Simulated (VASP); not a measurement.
Runs of VASP 6.6.1 on KTaO3. The structure is that of space group P4/mmm (No. 123), or close to it. The cells are those of the table. 

```csv
cell,gap on the mesh (eV),pressure (GPa)
"a = 3.388, b = 3.985, c = 3.766 Å, 5 atoms",1.65,88.5
"a = 3.686, b = 3.985, c = 4.205 Å, 5 atoms",(c),11.7
"a = 3.686, b = 3.985, c = 3.547 Å, 5 atoms",2.24,69.3
"a = 3.388, b = 3.985, c = 3.547 Å, 5 atoms",1.65,(a)
"a = 3.686, b = 3.985, c = 3.766 Å, 5 atoms",(b),41.0
```

Alike in all rows: task single point; level PBEsol; potentials or basis VASP PAW PBE potentials, release 64 (K_sv, Ta_pv, O); no spin polarisation; k mesh 8 × 8 × 8; cutoff (eV) 520; smearing gaussian 0.05 eV.

Q: Estimate the missing entries.

A: (a) 123.6; (b) 2.23; (c) 1.92.

Caveats: the cell stands under pressure; the PAW data sets were made with another functional, which shifts forces and pressure a little; spin-orbit coupling is left out, which moves the levels of the heavy elements.

A k mesh can miss the band edges, and the runs leave out spin-orbit coupling on Ta.
